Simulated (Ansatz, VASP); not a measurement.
## One calculation of CoH, two programs

The input POSCAR:

```
CoH
1.0
    0.0000000000      1.8429617100      1.8429617100
    1.8429617100      0.0000000000      1.8429617100
    1.8429617100      1.8429617100      0.0000000000
Co H
1 1
Direct
   -0.0375000000     -0.0375000000      0.0375000000
    0.5375000000      0.5375000000      0.4625000000
```

File INCAR.step1:

```
SYSTEM = CoH
PREC = Accurate
ENCUT = 520
ISMEAR = -1
SIGMA = 0.05
LREAL = .False.
LASPH = .True.
NELM = 150
ISPIN = 2
MAGMOM = 2 0
LMAXMIX = 4
NBANDS = 16
GGA = PE
ALGO = Normal
EDIFF = 1E-4
LWAVE = .True.
LCHARG = .False.
```

Contents of INCAR.step2:

```
SYSTEM = CoH
PREC = Accurate
ENCUT = 520
EDIFF = 1E-8
ISMEAR = -1
SIGMA = 0.05
LREAL = .False.
LASPH = .True.
NELM = 150
ALGO = Normal
ISIF = 2
LWAVE = .False.
LCHARG = .False.
ISPIN = 2
MAGMOM = 2 0
LORBIT = 11
LMAXMIX = 4
METAGGA = R2SCAN
LMIXTAU = .True.
LEFG = .True.
NBANDS = 16
ISTART = 1
```

The input KPOINTS:

```
Automatic mesh
0
Gamma
  13 13 13
  0 0 0
```

Input for Ansatz:

```yaml
crystal:
  lattice:
    - [0.0, 1.84296171, 1.84296171]
    - [1.84296171, 0.0, 1.84296171]
    - [1.84296171, 1.84296171, 0.0]
  atoms:
    - { symbol: Co, position: [-0.0375, -0.0375, 0.0375], spin: 2.0 }
    - { symbol: H, position: [0.5375, 0.5375, 0.4625] }
magnetization:
  spin_polarized: true
kpoints:
  mp_grid: { grid: [13, 13, 13] }
scf:
  occupations: { method: fermi_dirac, width: 0.05 }
hamiltonian:
  xc: r2scan
  pseudopotentials: { kind: paw }
output:
  forces: true
  stress: true
  eigenvalues: true
  efg: { contact_densities: true }
  populations: true
```

Change from the starting cell: shortest bond scaled by 0.85, PAW files.

Alike in both runs: task electric field gradients; functional r2SCAN; k mesh 13 × 13 × 13; occupations fermi-dirac, width 0.05 eV; collinear spin.

```csv
,VASP,Ansatz
version,VASP 6.6.1,Ansatz 0.2.0
potentials or method,"VASP PAW PBE potentials, release 64 (Co, H)","PAW with Ansatz's default frozen-core files, scalar-relativistic"
plane-wave cutoff (eV),520,500
valence electrons in the cell,10,18
```

Ansatz gave:

* pressure (GPa): 4.7
* traceless stress, the component that is largest in VASP (GPa): 9.51
* rms of the force components (eV/Å): 0.522
* net moment per atom (μB): 0.71
* size of the moment on the site where the two differ most (μB): 1.34
* size of Vzz on the site where it differs most (V/Å²): 12.5

Question: What did VASP give for the same quantities?

Answer: Pressure (GPa): 4.9; traceless stress, the component that is largest in VASP (GPa): 10.08; rms of the force components (eV/Å): 0.540; net moment per atom (μB): 0.70; size of the moment on the site where the two differ most (μB): 1.47; size of Vzz on the site where it differs most (V/Å²): 20.5.

VASP's potentials were made for PBE, not for r2SCAN. Site moments also hang on the region over which each program counts them. Atom by atom the forces differ by 0.018 eV/Å (rms over components). VASP's potentials hold 10 valence electrons a cell and Ansatz's 18, so a difference there can come from the potentials and not from the codes. Ansatz's warnings: stability check not made.
